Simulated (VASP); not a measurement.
Input of a VASP 6.6.1 run:

File INCAR:

```
ALGO = Fast ; EDIFF = 1E-6
ENCUT = 520 ; GGA = PE
ISIF = 2 ; ISMEAR = 0
LASPH = T ; LCHARG = F
LREAL = F ; LWAVE = F
NBANDS = 54 ; NELM = 60
PREC = Accurate ; SIGMA = 0.15
```

File KPOINTS:

```
k-points
0
Gamma
  15 14 4
```

File POSCAR:

```
SiNi
1.0
   -3.0552835563      0.0000000000      0.0000000000
    0.0000000000     -3.2583147307      0.0000000000
    0.0000000000      0.0000000000     15.1281698886
Si Ni
6 6
Direct
    0.5000000000      0.5000000000      0.1068481358
    0.5000000000      0.5000000000      0.4181475195
    0.5000000000      0.5000000000      0.7294469032
    0.0000000000      0.0000000000      0.8270811453
    0.0000000000      0.0000000000      0.2044823779
    0.0000000000      0.0000000000      0.5157817616
    0.5000000000      0.5000000000      0.8848236648
    0.5000000000      0.5000000000      0.2622248974
    0.5000000000      0.5000000000      0.5735242811
    0.0000000000      0.0000000000      0.0491056162
    0.0000000000      0.0000000000      0.3604049999
    0.0000000000      0.0000000000      0.6717043836
```

Potentials or basis: VASP PAW PBE potentials, release 64 (Si, Ni).

Launch:

```sh
$ cat potpaw_PBE.64/Si/POTCAR potpaw_PBE.64/Ni/POTCAR > POTCAR
$ mpirun -np 1 vasp_std > vasp.out
```

Problem. What does it give for the largest force?

Solution. 1.008 eV/Å.

Problem. What does it give for the band gap on the k mesh?

Solution. Zero (bands 42 and 43 overlap by 1.76 eV).

Problem. Predict the pressure.

Solution. -3.9 GPa.

Stress tensor (GPa, compression positive):
```
-3.47  0.00  0.00
 0.00 -3.66  0.00
 0.00  0.00 -4.54
```

Caveat: the cell differs from its parent crystal (the distance across one plane changed); the cell stands under tension; forces of over 1 eV/Å act on the atoms, so gaps and moduli don't describe the material at rest. Spin polarisation is off, so any magnetic state and its effect on volume and gap are missing.
